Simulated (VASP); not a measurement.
Runs of VASP 6.6.1 on S. The structure is that of space group R-3m (No. 166), or close to it. The cells are those of the table. 

```csv
task,cell,k mesh,gap on the mesh (eV),pressure (GPa)
single point,"a = 2.141 Å, angles 103.9°, 1 atom",12 × 12 × 12,none,158.9
relaxation of cell and atoms,"relaxed to 160 GPa from a = 2.079 Å, angles 104.0°, 1 atom",12 × 12 × 12,none,159.1
relaxation of cell and atoms,"relaxed to 160 GPa from a = 2.141 Å, angles 103.9°, 1 atom",9 × 9 × 9,none,160.1
single point,"a = 2.145 Å, angles 104.4°, 1 atom",9 × 9 × 9,none,(a)
```

Alike in all rows: level PBE; potentials or basis VASP PAW PBE potentials, release 64 (S); no spin polarisation; cutoff (eV) 500; smearing gaussian 0.1 eV.

Fill in the values left out.

(a) 157.8.

Caveats: the cell stands under pressure (at least some runs); the cell is relaxed towards a set pressure, so the run minimises the enthalpy, not the energy (at least some runs).

A gap of «none» marks levels without a gap at the run's occupations.
